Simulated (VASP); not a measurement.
# Li4Pt3 (Im-3m) in VASP: notebook

The runs below take Li4Pt3 through single point, with PBE.

Program: VASP 6.6.1. These are calculated values, not measurements. Logs are shortened: lines on timing, memory, paths and dates and some standing lists are left out, and cuts for length are marked.

## (1) The cell of the first run

It takes space group Im-3m (No. 229, cubic). Conventional cell: a = 5.776 Å, b = 5.776 Å, c = 5.776 Å, α = 90.00°, β = 90.00°, γ = 90.00°. Within 3.3 Å of Li (site symmetry -3m) lie 6 Pt at 2.50 Å and 6 Li at 2.89 Å. Within 3.3 Å of Pt (site symmetry 4/mmm) lie 8 Li at 2.50 Å and 4 Pt at 2.89 Å.

The cell was generated, and may not be a known phase.

## (2) Single point, PBE

Contents of INCAR:

```
ALGO = Normal
EDIFF = 1E-7
ENCUT = 520
GGA = PE
ISIF = 2
ISMEAR = 0
LASPH = T
LCHARG = F
LREAL = F
LWAVE = F
NBANDS = 30
NELM = 60
PREC = Accurate
SIGMA = 0.1
```

Contents of KPOINTS:

```
k-points
0
Gamma
  4 4 4
```

Contents of POSCAR:

```
Li4Pt3
1.0
   -2.8877584700      2.8877584700      2.8877584700
    2.8877584700     -2.8877584700      2.8877584700
    2.8877584700      2.8877584700     -2.8877584700
Li Pt
4 3
Direct
    0.5000000000      0.5000000000      0.5000000000
    0.0000000000      0.0000000000      0.5000000000
    0.0000000000      0.5000000000      0.0000000000
    0.5000000000      0.0000000000      0.0000000000
    0.0000000000      0.5000000000      0.5000000000
    0.5000000000      0.0000000000      0.5000000000
    0.5000000000      0.5000000000      0.0000000000
```

Potentials or basis: VASP PAW PBE potentials, release 64 (Li_sv, Pt).

On the command line:

```
> cat potpaw_PBE.64/Li_sv/POTCAR potpaw_PBE.64/Pt/POTCAR > POTCAR
> mpirun -np 1 vasp_std > vasp.out
```

OUTCAR:

```text
EDIFF = 1E-7
   ENCUT = 520
   GGA = PE
   ISIF = 2
   ISMEAR = 0
   LASPH = T
   LREAL = F
   NELM = 60
   PREC = Accurate

 ion  position               nearest neighbor table
   1  0.500  0.500  0.500-   5 2.50   6 2.50   7 2.50   7 2.50   6 2.50   5 2.50
   2  0.000  0.000  0.500-   5 2.50   6 2.50   7 2.50   5 2.50   6 2.50   7 2.50
   3  0.000  0.500  0.000-   5 2.50   6 2.50   7 2.50   5 2.50   7 2.50   6 2.50
   4  0.500  0.000  0.000-   5 2.50   6 2.50   7 2.50   6 2.50   7 2.50   5 2.50
   5  0.000  0.500  0.500-   1 2.50   2 2.50   3 2.50   4 2.50   3 2.50   2 2.50   1 2.50   4 2.50
                             6 2.89   7 2.89   6 2.89   7 2.89
   6  0.500  0.000  0.500-   1 2.50   2 2.50   3 2.50   4 2.50   4 2.50   1 2.50   2 2.50   3 2.50
                             7 2.89   5 2.89   5 2.89   7 2.89
   7  0.500  0.500  0.000-   1 2.50   2 2.50   3 2.50   4 2.50   1 2.50   4 2.50   3 2.50   2 2.50
                             6 2.89   5 2.89   5 2.89   6 2.89

  LATTYP: Found a body centered cubic cell.
 ALAT       =     5.7755169400

  Lattice vectors:

 A1 = (  -2.8877584700,   2.8877584700,   2.8877584700)
 A2 = (   2.8877584700,  -2.8877584700,   2.8877584700)
 A3 = (   2.8877584700,   2.8877584700,  -2.8877584700)

Analysis of symmetry for initial positions (statically):
=====================================================================
 Subroutine PRICEL returns:
 Original cell was already a primitive cell.

 Routine SETGRP: Setting up the symmetry group for a
 body centered cubic supercell.

 Subroutine GETGRP returns: Found 48 space group operations
 (whereof 48 operations were pure point group operations)
 out of a pool of 48 trial point group operations.

The static configuration has the point symmetry O_h .

Analysis of symmetry for dynamics (positions and initial velocities):
=====================================================================
 Subroutine PRICEL returns:
 Original cell was already a primitive cell.

 Routine SETGRP: Setting up the symmetry group for a
 body centered cubic supercell.

 Subroutine GETGRP returns: Found 48 space group operations
 (whereof 48 operations were pure point group operations)
 out of a pool of 48 trial point group operations.

The dynamic configuration has the point symmetry O_h .

 Subroutine INISYM returns: Found 48 space group operations
 (whereof 48 operations are pure point group operations),
 and found     1 'primitive' translations

[... 93 lines left out ...]
   ISIF   =      2    stress and relaxation
   ISYM   =      2    0-nonsym 1-usesym 2-fastsym
   POTIM  = 0.5000    time-step for ionic-motion
   TEBEG  =    0.0;   TEEND  =   0.0 temperature during run
   PSTRESS=    0.0 pullay stress
   NELECT =      42.0000    total number of electrons
   NUPDOWN=      -1.0000    fix difference up-down
   EMIN   =  10.00;   EMAX   =-10.00  energy-range for DOS
   EFERMI =   0.00;   METHOD = LEGACY
   ISMEAR =     0;   SIGMA  =   0.10  broadening in eV -4-tet -1-fermi 0-gaus
   EFERMI_NEDOS =   21; number of points for ismear=-14 and -15
   IALGO  =     38    algorithm
   IMIX   =      4    mixing-type and parameters
     AMIX     =   0.40;   BMIX     =  1.00
     AMIX_MAG =   1.60;   BMIX_MAG =  1.00
  volume/ion in A,a.u.               =      13.76        92.86
  Fermi-wavevector in a.u.,A,eV,Ry     =   1.241396  2.345899 20.967454  1.541064
  Thomas-Fermi vector in A             =   2.375796
   LORBIT       =      0    0 simple, 1 ext, 2 COOP (PROOUT), +10 PAW based schemes
   GGA     = PE    functional components
   LHFCALC =     F    Hartree Fock is set to
   AEXX    =    0.0000 exact exchange contribution
   IVDW    =     0    specifies the selected vdW correction
   LEPSILON=     F    determine dielectric tensor
   LRPA    =     F    only Hartree local field effects (RPA)
 non-spin polarized calculation
 Gauss-broadening in eV      SIGMA  =   0.10
  energy-cutoff  :      520.00
  volume of cell :       96.33
 maximum number of plane-waves:      2616
 NGX is ok and might be reduce to    40
   NGX = 19   NGY = 19   NGZ = 19

 number of electron      41.9999968 magnetization

 Free energy of the ion-electron system (eV)
  ---------------------------------------------------
  ext. energy  EPLUGINS =         0.00000000
  ---------------------------------------------------
  free energy    TOTEN  =       -29.04022314 eV

  energy without entropy =      -29.02092536  energy(sigma->0) =      -29.03057425

 E-fermi :   5.0267     XC(G=0): -10.5827

 val. band max:        4.7581010966   @ k =   0.5000   0.5000   0.2500
 cond. band min:       5.0570979453   @ k =   0.2500   0.2500   0.0000
 fundamental gap:      0.2989968488
 Fermi energy:         5.0266529289

 k-point     1 :       0.0000    0.0000    0.0000
  band No.  band energies     occupation
      1     -39.2461      2.00000
      2     -39.2183      2.00000
      3     -39.2183      2.00000
      4     -39.2183      2.00000
      5      -1.0621      2.00000
      6       1.2473      2.00000
[... 253 lines left out ...]
     29      15.7569      0.00000
     30      15.7569      0.00000

------------------------ aborting loop because EDIFF is reached ----------------------------------------

  FORCE on cell =-STRESS in cart. coord.  units (eV):
  Direction    XX          YY          ZZ          XY          YZ          ZX
  --------------------------------------------------------------------------------------
  -------------------------------------------------------------------------------------
  Total        3.2105140      3.2105140      3.2105140      0.0000000     -0.0000000      0.0000000
  in kB       53.4001607     53.4001607     53.4001607      0.0000000     -0.0000000      0.0000000
  external PRESSURE =      53.4001607 kB  Pullay stress =       0.0000000 kB

 VOLUME and BASIS-vectors are now :
 -----------------------------------------------------------------------------
  energy-cutoff  :      520.00
  volume of cell :       96.33
      direct lattice vectors                 reciprocal lattice vectors
    -2.887758470  2.887758470  2.887758470     0.000000000  0.173144674  0.173144674
     2.887758470 -2.887758470  2.887758470     0.173144674  0.000000000  0.173144674
     2.887758470  2.887758470 -2.887758470     0.173144674  0.173144674  0.000000000

 POSITION                                       TOTAL-FORCE (eV/Angst)
 -----------------------------------------------------------------------------------
      1.44388      1.44388      1.44388         0.000000     -0.000000      0.000000
      1.44388      1.44388     -1.44388         0.000000     -0.000000      0.000000
      1.44388     -1.44388      1.44388         0.000000     -0.000000      0.000000
     -1.44388      1.44388      1.44388         0.000000     -0.000000      0.000000
      2.88776      0.00000      0.00000        -0.000000     -0.000000     -0.000000
      0.00000      2.88776      0.00000         0.000000      0.000000      0.000000
      0.00000      0.00000      2.88776        -0.000000     -0.000000     -0.000000
 -----------------------------------------------------------------------------------
    total drift:                               -0.000000     -0.000000      0.000000

  FREE ENERGIE OF THE ION-ELECTRON SYSTEM (eV)
  ---------------------------------------------------
  free  energy   TOTEN  =       -29.0402231442 eV

  energy  without entropy=      -29.0209253601  energy(sigma->0) =      -29.03057425
```

Run time: 33 s. Hardware: 1 thread of Intel Xeon Platinum 8488C (Sapphire Rapids), shared host; peak memory 0.24 GiB.

What came out:

| Quantity | Value |
| --- | --- |
| Free energy | -29.0402 eV |
| Band gap on the k mesh | zero (bands 21 and 22 overlap by 2.54 eV) |

Caveat: the k points lie up to 0.38 Å⁻¹ apart, too coarse for converged energies and pressures of a metal; the cutoff is under 1.25 times the usual one of these potentials, so pressure, stress and relaxed cells hold a basis-set (Pulay) error; spin-orbit coupling is left out, which moves the levels of the heavy elements.

## (3) Single point, PBE

This run uses another cell than the first one, of 14.71 Å³/atom.

Contents of INCAR:

```
SYSTEM = Li4Pt3
PREC = Accurate
ENCUT = 520
EDIFF = 1E-6
ISMEAR = 0
SIGMA = 0.1
LREAL = .False.
LASPH = .True.
NELM = 100
ALGO = Fast
ISIF = 2
LWAVE = .False.
LCHARG = .False.
GGA = PE
NBANDS = 30
```

Contents of KPOINTS:

```
Automatic mesh
0
Gamma
  4 4 4
  0 0 0
```

Changes to POSCAR since step 2:

```diff
@@ -2,5 +2,5 @@
 1.0
-   -2.8877584700      2.8877584700      2.8877584700
-    2.8877584700     -2.8877584700      2.8877584700
-    2.8877584700      2.8877584700     -2.8877584700
+   -2.9529929037      2.9529929037      2.9529929037
+    2.9529929037     -2.9529929037      2.9529929037
+    2.9529929037      2.9529929037     -2.9529929037
 Li Pt
```

Potentials or basis: VASP PAW PBE potentials, release 64 (Li_sv, Pt).

On the command line:

```
> cat potpaw_PBE.64/Li_sv/POTCAR potpaw_PBE.64/Pt/POTCAR > POTCAR
> mpirun -np 1 vasp_std > vasp.out
```

Run time: 44 s. Hardware: 1 thread of Intel Xeon Platinum 8488C (Sapphire Rapids), shared host; peak memory 0.23 GiB.

The run converged. Its results:

| Quantity | Value |
| --- | --- |
| Free energy | -29.1407 eV |
| Band gap on the k mesh | zero (bands 21 and 22 overlap by 2.47 eV) |

Levels at points of the mesh, in eV from the Fermi level:
| k point | band 18 | band 19 | band 20 | band 21 | band 22 | band 23 | band 24 | band 25 |
| --- | --- | --- | --- | --- | --- | --- | --- | --- |
| (0.00, 0.00, 0.00) | -0.39 | -0.39 | 1.02 | 1.48 | 1.48 | 1.48 | 2.68 | 2.68 |
| (0.50, 0.00, 0.00) | -1.23 | -0.87 | -0.76 | -0.58 | 2.32 | 2.42 | 2.56 | 4.06 |
| (0.50, 0.50, 0.50) | -0.42 | -0.42 | 0.63 | 0.63 | 0.63 | 1.59 | 1.59 | 3.19 |

Caveat: the k points lie up to 0.38 Å⁻¹ apart, too coarse for converged energies and pressures of a metal; the cutoff is under 1.25 times the usual one of these potentials, so pressure, stress and relaxed cells hold a basis-set (Pulay) error; spin-orbit coupling is left out, which moves the levels of the heavy elements.

The gap in the log of VASP goes by the Fermi energy; the results here count the filled bands.